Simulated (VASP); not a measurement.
Input of a VASP 6.6.1 run:

The input INCAR:

```
SYSTEM = SiC3
PREC = Accurate
ENCUT = 600
EDIFF = 1E-6
ISMEAR = 0
SIGMA = 0.2
LREAL = .FALSE.
LASPH = .TRUE.
NELM = 120
ALGO = Normal
ISIF = 2
LWAVE = .FALSE.
LCHARG = .FALSE.
GGA = PE
NBANDS = 16
GGA_COMPAT = .FALSE.
```

File KPOINTS:

```
regular mesh
0
G
  6 6 5
  0 0 0
```

The input POSCAR:

```
SiC3
1.0
    2.8050347336      0.0000000000      0.0000000000
    0.0000000000      2.8050347336      0.0000000000
    0.0000000000      0.0000000000      4.1125742166
Si C
1 3
Direct
    0.0000000000      0.0000000000      0.0000000000
    0.5000000000      0.5000000000      0.5000000000
    0.0000000000      0.5000000000      0.2879663495
    0.5000000000      0.0000000000      0.7120336505
```

Potentials or basis: VASP PAW PBE potentials, release 64 (Si, C).

Launch:

```console
$ cat potpaw_PBE.64/Si/POTCAR potpaw_PBE.64/C/POTCAR > POTCAR
$ mpirun -np 1 vasp_std > vasp.out
```

**Question.** Predict the largest force.

**Answer.** 0.014 eV/Å.

**Question.** What does it give for the band gap on the k mesh?

**Answer.** 1.60 eV (least direct gap 1.79 eV).

**Question.** Estimate the pressure.

**Answer.** -0.6 GPa.

Forces on the atoms (eV/Å):
```
Si   0.000  0.000  0.000
C    0.000  0.000  0.000
C    0.000  0.000 -0.014
C    0.000  0.000  0.014
```

Caveat: an odd mesh through Γ misses points on the zone boundary, where band edges can lie.
